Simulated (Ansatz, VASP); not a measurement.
Mg3CdS2 in VASP and in Ansatz

```
CELL_PARAMETERS angstrom
6.53987 0.00000 0.00000
-3.26994 5.66370 0.00000
0.00000 0.00000 3.58110
ATOMIC_POSITIONS crystal
Mg 0.00000 0.50000 0.00000
Mg 0.50000 0.00000 0.00000
Mg 0.50000 0.50000 0.00000
Cd 0.00000 0.00000 0.00000
S 0.66667 0.33333 0.50000
S 0.33333 0.66667 0.50000
```

Change from the starting cell: species swapped into the NaSn2Pd3 type (P6mm, No. 183).

Alike in both runs: functional PBE; k mesh 6 × 6 × 10; occupations gaussian, width 0.1 eV; no spin polarisation.

Ansatz relaxed the structure, and its values are those at the end. VASP's run is a single point on that final structure, the one shown.

|  | VASP | Ansatz |
| --- | --- | --- |
| version | VASP 6.6.1 | Ansatz 0.2.0 |
| potentials or method | VASP PAW PBE potentials, release 64 (Mg, Cd, S), cutoff 520 eV | scalar-relativistic, plane waves, PAW |
| valence electrons in the cell | 30 | 62 |

|  | VASP | Ansatz | Ansatz less VASP |
| --- | --- | --- | --- |
| gap on the k mesh at the Fermi level (eV) | none | none | - |
| pressure (GPa) | -0.1 | 0.0 | +0.15 |

A gap of «none» marks a metal or a gap that the smearing closes. With one functional, cell and mesh, what is left measures potentials, basis and numerics. VASP's potentials hold 30 valence electrons a cell and Ansatz's 62, so a difference there can come from the potentials and not from the codes.
